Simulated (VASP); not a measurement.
# Ta (Im-3m) in VASP: further runs

The runs below take Ta through single point, with PBE.

Everything below comes from runs of VASP 6.6.1. Logs are shortened: lines on timing, memory, paths and dates and some standing lists are left out, and cuts for length are marked.

**1. The cell of the first run**

The structure is cubic, space group Im-3m (No. 229). Conventional cell: a = 3.319 Å, b = 3.319 Å, c = 3.319 Å, α = 90.00°, β = 90.00°, γ = 90.00°. Within 3.8 Å of Ta (site symmetry m-3m) lie 14 Ta at 2.87 to 3.32 Å.

**2. Single point, PBE**

INCAR

```
SYSTEM = Ta
ALGO = Normal
EDIFF = 1E-6
ENCUT = 520
GGA = PE
ISIF = 2
ISMEAR = 0
LASPH = .True.
LCHARG = .False.
LREAL = .False.
LWAVE = .False.
NBANDS = 12
NELM = 80
PREC = Accurate
SIGMA = 0.1
```

KPOINTS

```
k-points
0
Gamma
  18 18 18
  0 0 0
```

POSCAR

```
Ta
1.0
   -1.6595270313      1.6595270313      1.6595270313
    1.6595270313     -1.6595270313      1.6595270313
    1.6595270313      1.6595270313     -1.6595270313
Ta
1
Direct
    0.0000000000      0.0000000000      0.0000000000
```

Potentials or basis: VASP PAW PBE potentials, release 64 (Ta_pv).

Command:

```bash
cat potpaw_PBE.64/Ta_pv/POTCAR > POTCAR
mpirun -np 1 vasp_std > vasp.out
```

OUTCAR:

```text
SYSTEM = Ta
   EDIFF = 1E-6
   ENCUT = 520
   GGA = PE
   ISIF = 2
   ISMEAR = 0
   LASPH = .True.
   LREAL = .False.
   NELM = 80
   PREC = Accurate

 ion  position               nearest neighbor table
   1  0.000  0.000  0.000-

  LATTYP: Found a body centered cubic cell.
 ALAT       =     3.3190540626

  Lattice vectors:

 A1 = (  -1.6595270313,   1.6595270313,   1.6595270313)
 A2 = (   1.6595270313,  -1.6595270313,   1.6595270313)
 A3 = (   1.6595270313,   1.6595270313,  -1.6595270313)

Analysis of symmetry for initial positions (statically):
=====================================================================
 Subroutine PRICEL returns:
 Original cell was already a primitive cell.

 Routine SETGRP: Setting up the symmetry group for a
 body centered cubic supercell.

 Subroutine GETGRP returns: Found 48 space group operations
 (whereof 48 operations were pure point group operations)
 out of a pool of 48 trial point group operations.

The static configuration has the point symmetry O_h .

Analysis of symmetry for dynamics (positions and initial velocities):
=====================================================================
 Subroutine PRICEL returns:
 Original cell was already a primitive cell.

 Routine SETGRP: Setting up the symmetry group for a
 body centered cubic supercell.

 Subroutine GETGRP returns: Found 48 space group operations
 (whereof 48 operations were pure point group operations)
 out of a pool of 48 trial point group operations.

The dynamic configuration has the point symmetry O_h .

 Subroutine INISYM returns: Found 48 space group operations
 (whereof 48 operations are pure point group operations),
 and found     1 'primitive' translations

----------------------------------------------------------------------------------------

                                     Primitive cell

  volume of cell :      18.2815

  direct lattice vectors                    reciprocal lattice vectors
    -1.659527031  1.659527031  1.659527031     0.000000000  0.301290663  0.301290663
     1.659527031 -1.659527031  1.659527031     0.301290663  0.000000000  0.301290663
     1.659527031  1.659527031 -1.659527031     0.301290663  0.301290663  0.000000000

  length of vectors
     2.874385135  2.874385135  2.874385135     0.426089342  0.426089342  0.426089342

  position of ions in fractional coordinates (direct lattice)
     0.000000000  0.000000000  0.000000000

  ion indices of the primitive-cell ions
   primitive index   ion index
                 1           1

----------------------------------------------------------------------------------------

 KPOINTS: k-points

Automatic generation of k-mesh.
 Grid dimensions read from file:
 generate k-points for:   18   18   18

 Generating k-lattice:

  Cartesian coordinates                     Fractional coordinates (reciprocal lattice)
     0.000000000  0.016738370  0.016738370     0.055555556  0.000000000  0.000000000
     0.016738370  0.000000000  0.016738370     0.000000000  0.055555556  0.000000000
     0.016738370  0.016738370  0.000000000     0.000000000  0.000000000  0.055555556

  Length of vectors
     0.023671630  0.023671630  0.023671630

  Shift w.r.t. Gamma in fractional coordinates (k-lattice)
     0.000000000  0.000000000  0.000000000

 Subroutine IBZKPT returns following result:
 ===========================================

 Found    195 irreducible k-points:

 Following reciprocal coordinates:
            Coordinates               Weight
  0.000000  0.000000  0.000000      1.000000
  0.055556  0.000000  0.000000     12.000000
  0.111111  0.000000  0.000000     12.000000
  0.166667  0.000000  0.000000     12.000000
  0.222222  0.000000  0.000000     12.000000
  0.277778  0.000000  0.000000     12.000000
[... 16 lines left out ...]
  0.333333  0.111111  0.000000     48.000000
  0.388889  0.111111  0.000000     48.000000
 [... further k-points ...]
   k-points           NKPTS =    195   k-points in BZ     NKDIM =    195   number of bands    NBANDS=     12
   number of dos      NEDOS =    301   number of ions     NIONS =      1
   total plane-waves  NPLWV =  13824
   dimension x,y,z NGX =    24 NGY =   24 NGZ =   24
   dimension x,y,z NGXF=    48 NGYF=   48 NGZF=   48
   ions per type =               1
   NGX,Y,Z   is equivalent  to a cutoff of  13.88, 13.88, 13.88 a.u.
   NGXF,Y,Z  is equivalent  to a cutoff of  27.76, 27.76, 27.76 a.u.
 SYSTEM =  Ta
   PREC   = accura    normal or accurate (medium, high low for compatibility)
   ISTART =      0    job   : 0-new  1-cont  2-samecut
   ICHARG =      2    charge: 1-file 2-atom 10-const
   ISPIN  =      1    spin polarized calculation?
   LNONCOLLINEAR =      F non collinear calculations
   LSORBIT =      F    spin-orbit coupling
   LASPH  =      T    aspherical Exc in radial PAW
   ENCUT  =  520.0 eV  38.22 Ry    6.18 a.u.   5.34  5.34  5.34*2*pi/ulx,y,z
   NELM   =     80;   NELMIN=  2; NELMDL= -5     # of ELM steps
   EDIFF  = 0.1E-05   stopping-criterion for ELM
   LREAL  =      F    real-space projection
   EDIFFG = 0.1E-04   stopping-criterion for IOM
   NSW    =      0    number of steps for IOM
   IBRION =     -1    ionic relax: 0-MD 1-quasi-New 2-CG
   NFREE  =      0    steps in history (QN), initial steepest desc. (CG)
   ISIF   =      2    stress and relaxation
   ISYM   =      2    0-nonsym 1-usesym 2-fastsym
   POTIM  = 0.5000    time-step for ionic-motion
   TEBEG  =    0.0;   TEEND  =   0.0 temperature during run
   PSTRESS=    0.0 pullay stress
   NELECT =      11.0000    total number of electrons
   NUPDOWN=      -1.0000    fix difference up-down
   EMIN   =  10.00;   EMAX   =-10.00  energy-range for DOS
   EFERMI =   0.00;   METHOD = LEGACY
   ISMEAR =     0;   SIGMA  =   0.10  broadening in eV -4-tet -1-fermi 0-gaus
   EFERMI_NEDOS =   21; number of points for ismear=-14 and -15
   IALGO  =     38    algorithm
   IMIX   =      4    mixing-type and parameters
     AMIX     =   0.40;   BMIX     =  1.00
     AMIX_MAG =   1.60;   BMIX_MAG =  1.00
  volume/ion in A,a.u.               =      18.28       123.37
  Fermi-wavevector in a.u.,A,eV,Ry     =   1.382085  2.611762 25.989288  1.910159
  Thomas-Fermi vector in A             =   2.506809
   LORBIT       =      0    0 simple, 1 ext, 2 COOP (PROOUT), +10 PAW based schemes
   GGA     = PE    functional components
   LHFCALC =     F    Hartree Fock is set to
   AEXX    =    0.0000 exact exchange contribution
   IVDW    =     0    specifies the selected vdW correction
   LEPSILON=     F    determine dielectric tensor
   LRPA    =     F    only Hartree local field effects (RPA)
 non-spin polarized calculation
 Gauss-broadening in eV      SIGMA  =   0.10
  energy-cutoff  :      520.00
  volume of cell :       18.28
 maximum number of plane-waves:       531
 NGX is ok and might be reduce to    24

 number of electron      11.0000001 magnetization

 Free energy of the ion-electron system (eV)
  ---------------------------------------------------
  ext. energy  EPLUGINS =         0.00000000
  ---------------------------------------------------
  free energy    TOTEN  =       -11.81632241 eV

  energy without entropy =      -11.81023517  energy(sigma->0) =      -11.81327879

 E-fermi :   5.3764     XC(G=0): -12.5420

 val. band max:        5.3556826240   @ k =   0.1111   0.1111   0.0000
 cond. band min:       5.3784726366   @ k =   0.3333   0.1667   0.0556
 fundamental gap:      0.0227900126
 Fermi energy:         5.3763548992

 k-point     1 :       0.0000    0.0000    0.0000
  band No.  band energies     occupation
      1     -27.7633      2.00000
      2     -27.7633      2.00000
      3     -27.7633      2.00000
      4      -2.4926      2.00000
      5       6.1012      0.00000
      6       6.1012      0.00000
      7       6.1012      0.00000
      8       9.3217      0.00000
      9       9.3217      0.00000
     10      20.0142      0.00000
     11      20.3068      0.00000
     12      20.3068      0.00000

 k-point     2 :       0.0556    0.0000    0.0000
  band No.  band energies     occupation
      1     -27.7999      2.00000
      2     -27.7746      2.00000
      3     -27.7634      2.00000
      4      -2.3567      2.00000
      5       6.0127      0.00000
      6       6.0764      0.00000
      7       6.2340      0.00000
      8       9.1764      0.00000
      9       9.3220      0.00000
     10      20.0143      0.00000
     11      20.4296      0.00000
     12      20.5455      0.00000

 k-point     3 :       0.1111    0.0000    0.0000
  band No.  band energies     occupation
      1     -27.9042      2.00000
      2     -27.8070      2.00000
      3     -27.7640      2.00000
      4      -1.9626      2.00000
      5       5.7684      0.00000
      6       5.9711      0.00000
      7       6.6280      0.00000
      8       8.8708      0.00000
      9       9.3300      0.00000
     10      20.0139      0.00000
     11      20.7370      0.00000
     12      21.2381      0.00000

 k-point     4 :       0.1667    0.0000    0.0000
  band No.  band energies     occupation
      1     -28.0607      2.00000
      2     -27.8562      2.00000
      3     -27.7648      2.00000
      4      -1.3534      2.00000
      5       5.4215      0.52276
      6       5.7343      0.00000
      7       7.2710      0.00000
      8       8.6580      0.00000
      9       9.3640      0.00000
     10      20.0133      0.00000
     11      20.9966      0.00000
     12      22.3249      0.00000

 k-point     5 :       0.2222    0.0000    0.0000
  band No.  band energies     occupation
      1     -28.2478      2.00000
      2     -27.9160      2.00000
      3     -27.7658      2.00000
      4      -0.6104      2.00000
      5       5.0330      2.00000
      6       5.4180      0.55618
      7       8.1409      0.00000
      8       8.6680      0.00000
      9       9.4436      0.00000
     10      20.0116      0.00000
     11      20.7838      0.00000
     12      22.4324      0.00000
[... 228 lines left out ...]
      1     -28.4668      2.00000
      2     -27.9894      2.00000
      3     -27.8123      2.00000
      4       0.4774      2.00000
      5       4.6258      2.00000
      6       4.9207      2.00000
      7       8.4883      0.00000
      8       9.7300      0.00000
      9       9.9168      0.00000
     10      19.9249      0.00000
     11      20.0731      0.00000
     12      21.5122      0.00000

 k-point    22 :       0.2778    0.1111    0.0000
  band No.  band energies     occupation
      1     -28.6163      2.00000
      2     -28.0597      2.00000
      3     -27.8154      2.00000
      4       1.0646      2.00000
      5       4.3299      2.00000
      6       4.9881      2.00000
      7       8.7547      0.00000
      8      10.0335      0.00000
      9      10.9400      0.00000
     10      18.7723      0.00000
     11      19.9939      0.00000
     12      20.2273      0.00000

 k-point    23 :       0.3333    0.1111    0.0000
  band No.  band energies     occupation
      1     -28.7351      2.00000
      2     -28.1176      2.00000
      3     -27.8175      2.00000
      4       1.3592      2.00000
      5       4.1159      2.00000
      6       5.4162      0.57265
      7       9.0028      0.00000
      8      10.1535      0.00000
      9      12.1392      0.00000
     10      17.6277      0.00000
     11      18.9825      0.00000
     12      20.0244      0.00000

 k-point    24 :       0.3889    0.1111    0.0000
  band No.  band energies     occupation
      1     -28.8113      2.00000
      2     -28.1555      2.00000
      3     -27.8188      2.00000
      4       1.4386      2.00000
      5       3.9842      2.00000
      6       5.9824      0.00000
      7       9.0677      0.00000
      8      10.3346      0.00000
      9      13.1203      0.00000
     10      16.6472      0.00000
     11      18.2616      0.00000
     12      20.0215      0.00000

 [... further k-points ...]

------------------------ aborting loop because EDIFF is reached ----------------------------------------

  FORCE on cell =-STRESS in cart. coord.  units (eV):
  Direction    XX          YY          ZZ          XY          YZ          ZX
  --------------------------------------------------------------------------------------
  -------------------------------------------------------------------------------------
  Total        0.0056870      0.0056870      0.0056870     -0.0000000     -0.0000000      0.0000000
  in kB        0.4984043      0.4984043      0.4984043     -0.0000000     -0.0000000      0.0000000
  external PRESSURE =       0.4984043 kB  Pullay stress =       0.0000000 kB

 VOLUME and BASIS-vectors are now :
 -----------------------------------------------------------------------------
  energy-cutoff  :      520.00
  volume of cell :       18.28
      direct lattice vectors                 reciprocal lattice vectors
    -1.659527031  1.659527031  1.659527031     0.000000000  0.301290663  0.301290663
     1.659527031 -1.659527031  1.659527031     0.301290663  0.000000000  0.301290663
     1.659527031  1.659527031 -1.659527031     0.301290663  0.301290663  0.000000000

 POSITION                                       TOTAL-FORCE (eV/Angst)
 -----------------------------------------------------------------------------------
      0.00000      0.00000      0.00000         0.000000     -0.000000      0.000000
 -----------------------------------------------------------------------------------
    total drift:                                0.000000      0.000000      0.000000

  FREE ENERGIE OF THE ION-ELECTRON SYSTEM (eV)
  ---------------------------------------------------
  free  energy   TOTEN  =       -11.8163224118 eV

  energy  without entropy=      -11.8102351706  energy(sigma->0) =      -11.81327879
```

Run time: 10 s. Hardware: 1 thread of Intel Xeon 6975P-C (Granite Rapids), shared host; peak memory 0.17 GiB.

What came out:

| Quantity | Value |
| --- | --- |
| Free energy | -11.8163 eV |
| Pressure | 0.0 GPa |
| Band gap on the k mesh | zero (an odd number of electrons rules out a gap without spin polarisation) |

Caveat: spin-orbit coupling is left out, which moves the levels of the heavy elements.

**3. Single point, PBE**

This run uses another cell than the first one, of the same volume but with other edges.

INCAR

```
PREC = Accurate
ENCUT = 520
EDIFF = 1E-6
ISMEAR = 0
SIGMA = 0.1
LREAL = False
LASPH = True
NELM = 60
ALGO = Fast
ISIF = 2
LWAVE = False
LCHARG = True
GGA = PE
LELF = True
LVHAR = True
ISYM = 0
NBANDS = 12
```

KPOINTS

```
regular mesh
0
Gamma
  12 8 25
```

POSCAR

```
Ta
1.0
    2.8743851347      0.0000000000      0.0000000000
    0.0000000000      4.6938512695      0.0000000000
    0.9581283782      2.3469256348      1.3549981470
Ta
1
Direct
    0.0000000000      0.0000000000      0.0000000000
```

Potentials or basis: VASP PAW PBE potentials, release 64 (Ta_pv).

Command:

```bash
cat potpaw_PBE.64/Ta_pv/POTCAR > POTCAR
mpirun -np 1 vasp_std > vasp.out
```

It took 1.9 min on 1 thread of Intel Xeon 6975P-C (Granite Rapids), shared host; peak memory 0.38 GiB.

The run converged. Its results:

```
Free energy            : -11.8149 eV
Pressure               : 0.0 GPa
Band gap on the k mesh : zero (an odd number of electrons rules out a gap without spin polarisation)
```

Levels at points of the mesh, in eV from the Fermi level:
```
           k point  band 2  band 3  band 4  band 5  band 6  band 7  band 8  band 9  band 10  band 11
(0.00, 0.00, 0.00)  -33.12  -33.12   -7.85    0.75    0.75    0.75    3.97    3.97    14.95    14.95
(0.50, 0.00, 0.00)  -33.48  -33.12   -4.30   -1.49    1.53    3.84    4.85    7.67    11.50    11.89
(0.00, 0.50, 0.00)  -33.48  -33.12   -4.30   -1.48    1.53    3.84    4.85    7.67    11.50    11.89
(0.50, 0.50, 0.00)  -33.48  -33.12   -4.30   -1.49    1.53    3.84    4.85    7.67    11.50    11.89
```

Caveat: spin-orbit coupling is left out, which moves the levels of the heavy elements.

The gap in the log of VASP goes by the Fermi energy; the results here count the filled bands.